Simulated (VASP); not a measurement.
# Be (P6_3/mmc) in VASP: a series of runs, part 2 of 2

VASP 6.6.1. The steps go on from the part before.

## Step 5: Single point, PBE (volume scaled by 0.6)

INCAR

```
PREC     = Accurate       # precision mode
ENCUT    = 520            # plane-wave cutoff, eV
EDIFF    = 1E-6           # SCF threshold, eV
ISMEAR   = -1             # smearing method
SIGMA    = 0.08           # smearing width, eV
LREAL    = False          # projectors in reciprocal space
LASPH    = True           # aspherical terms in the spheres
NELM     = 100            # most SCF steps
ALGO     = Normal         # electronic algorithm
ISIF     = 2              # what is computed and relaxed
LWAVE    = False          # write WAVECAR
LCHARG   = False          # write CHGCAR
GGA      = PE             # functional
NBANDS   = 9              # bands
```

KPOINTS

```
Automatic mesh
0
Gamma
  19 19 11
```

POSCAR

```
Be
1.0
    1.8976415267      0.0000000000      0.0000000000
   -0.9488207633      1.6434057694      0.0000000000
    0.0000000000      0.0000000000      3.0412248606
Be
2
Direct
    0.3333333333      0.6666666667      0.2500000000
    0.6666666667      0.3333333333      0.7500000000
```

Potentials or basis: VASP PAW PBE potentials, release 64 (Be).

Launch:

```console
cat potpaw_PBE.64/Be/POTCAR > POTCAR
mpirun -np 1 vasp_std > vasp.out
```

OUTCAR:

```text
PREC = Accurate
   ENCUT = 520
   EDIFF = 1E-6
   ISMEAR = -1
   LREAL = False
   LASPH = True
   NELM = 100
   ISIF = 2
   GGA = PE

 ion  position               nearest neighbor table
   1  0.333  0.667  0.250-   2 1.87   2 1.87   2 1.87   2 1.87   2 1.87   2 1.87
   2  0.667  0.333  0.750-   1 1.87   1 1.87   1 1.87   1 1.87   1 1.87   1 1.87

  LATTYP: Found a hexagonal cell.
 ALAT       =     1.8976415267
 C/A-ratio  =     1.6026340159

  Lattice vectors:

 A1 = (   1.8976415267,   0.0000000000,   0.0000000000)
 A2 = (  -0.9488207633,   1.6434057694,   0.0000000000)
 A3 = (   0.0000000000,   0.0000000000,   3.0412248606)

Analysis of symmetry for initial positions (statically):
=====================================================================
 Subroutine PRICEL returns:
 Original cell was already a primitive cell.

 Routine SETGRP: Setting up the symmetry group for a
 hexagonal supercell.

 Subroutine GETGRP returns: Found 24 space group operations
 (whereof 12 operations were pure point group operations)
 out of a pool of 24 trial point group operations.

The static configuration has the point symmetry D_3d.
 The point group associated with its full space group is D_6h.

Analysis of symmetry for dynamics (positions and initial velocities):
=====================================================================
 Subroutine PRICEL returns:
 Original cell was already a primitive cell.

 Routine SETGRP: Setting up the symmetry group for a
 hexagonal supercell.

 Subroutine GETGRP returns: Found 24 space group operations
 (whereof 12 operations were pure point group operations)
 out of a pool of 24 trial point group operations.

The dynamic configuration has the point symmetry D_3d.
 The point group associated with its full space group is D_6h.

 Subroutine INISYM returns: Found 24 space group operations
 (whereof 12 operations are pure point group operations),
 and found     1 'primitive' translations

[... 115 lines left out ...]
  volume/ion in A,a.u.               =       4.74        32.00
  Fermi-wavevector in a.u.,A,eV,Ry     =   1.227700  2.320017 20.507351  1.507248
  Thomas-Fermi vector in A             =   2.362654
   LORBIT       =      0    0 simple, 1 ext, 2 COOP (PROOUT), +10 PAW based schemes
   GGA     = PE    functional components
   LHFCALC =     F    Hartree Fock is set to
   AEXX    =    0.0000 exact exchange contribution
   IVDW    =     0    specifies the selected vdW correction
   LEPSILON=     F    determine dielectric tensor
   LRPA    =     F    only Hartree local field effects (RPA)
 non-spin polarized calculation
  energy-cutoff  :      520.00
  volume of cell :        9.48
 maximum number of plane-waves:       269
 NGX is ok and might be reduce to    14
   NGX =  7   NGY =  7   NGZ = 11

 number of electron       4.0000000 magnetization

 Free energy of the ion-electron system (eV)
  ---------------------------------------------------
  ext. energy  EPLUGINS =         0.00000000
  ---------------------------------------------------
  free energy    TOTEN  =        -5.54153095 eV

  energy without entropy =       -5.54034363  energy(sigma->0) =       -5.54093729

 E-fermi :  11.9713     XC(G=0): -12.4192

 val. band max:       11.7941105195   @ k =   0.2632   0.2105   0.0909
 cond. band min:      11.9904757664   @ k =   0.3158   0.1053   0.0000
 fundamental gap:      0.1963652469
 Fermi energy:        11.9713317253

 k-point     1 :       0.0000    0.0000    0.0000
  band No.  band energies     occupation
      1      -2.1191      2.00000
      2       5.1587      2.00000
      3      15.1641      0.00000
      4      36.2753      0.00000
      5      36.2753      0.00000
      6      40.1652      0.00000
      7      40.1652      0.00000
      8      42.7564      0.00000
      9      49.5393      0.00000
[... 265 lines left out ...]
 k-point    24 :       0.3158    0.1053    0.0000
  band No.  band energies     occupation
      1       2.6547      2.00000
      2      11.9905      0.88092
      3      12.8754      0.00002
      4      20.5428      0.00000
      5      24.8095      0.00000
      6      27.2481      0.00000
      7      33.3901      0.00000
      8      37.4961      0.00000
      9      39.4738      0.00000

 [... further k-points ...]
[... 5 lines left out ...]
  --------------------------------------------------------------------------------------
  -------------------------------------------------------------------------------------
  Total        8.6841785      8.6841785      8.6854392      0.0000000     -0.0000000      0.0000000
  in kB     1467.0057260   1467.0057260   1467.2186927      0.0000000     -0.0000000      0.0000000
  external PRESSURE =    1467.0767149 kB  Pullay stress =       0.0000000 kB

 VOLUME and BASIS-vectors are now :
 -----------------------------------------------------------------------------
  energy-cutoff  :      520.00
  volume of cell :        9.48
      direct lattice vectors                 reciprocal lattice vectors
     1.897641527  0.000000000  0.000000000     0.526969918  0.304246224  0.000000000
    -0.948820763  1.643405769  0.000000000     0.000000000  0.608492448  0.000000000
     0.000000000  0.000000000  3.041224861     0.000000000  0.000000000  0.328814884

 POSITION                                       TOTAL-FORCE (eV/Angst)
 -----------------------------------------------------------------------------------
     -0.00000      1.09560      0.76031         0.000000     -0.000000      0.000000
      0.94882      0.54780      2.28092        -0.000000      0.000000      0.000000
 -----------------------------------------------------------------------------------
    total drift:                                0.000000     -0.000000      0.000000

  FREE ENERGIE OF THE ION-ELECTRON SYSTEM (eV)
  ---------------------------------------------------
  free  energy   TOTEN  =        -5.5415309542 eV

  energy  without entropy=       -5.5403436267  energy(sigma->0) =       -5.54093729
```

stdout:

```text
POSCAR found type information on POSCAR Be
 POSCAR found :  1 types and       2 ions
 scaLAPACK will be used
 LDA part: xc-table for (Slater+PW92), standard interpolation
 POSCAR, INCAR and KPOINTS ok, starting setup
 FFT: planning ... GRIDC
 FFT: planning ... GRID_SOFT
 FFT: planning ... GRID
 WAVECAR not read
 entering main loop
```

Run time: 4.7 s. Hardware: 1 thread of Intel Xeon 6975P-C (Granite Rapids), shared host; peak memory 0.12 GiB.

What came out:

```
Free energy            : -5.5415 eV
Pressure               : 146.7 GPa
Band gap on the k mesh : zero (band 2 reaches 12.98 eV, above the bottom of band 3 at 11.12 eV)
```

## Step 6: Overview

```tsv
cell	gap on the mesh (eV)	pressure (GPa)
a = 1.653, b = 1.653, c = 2.673 Å, angles 90.0, 90.0, 120.0°, 2 atoms	none	514.2
a = 1.783, b = 1.783, c = 2.870 Å, angles 90.0, 90.0, 120.0°, 2 atoms	none	268.9
a = 1.898, b = 1.898, c = 3.041 Å, angles 90.0, 90.0, 120.0°, 2 atoms	none	146.7
```

Alike in all rows: task single point; level PBE; potentials or basis VASP PAW PBE potentials, release 64 (Be); no spin polarisation; k mesh 19 × 19 × 11; cutoff (eV) 520; smearing fermi-dirac 0.08 eV.

Absolute energies hang on the potentials; compare differences alone.
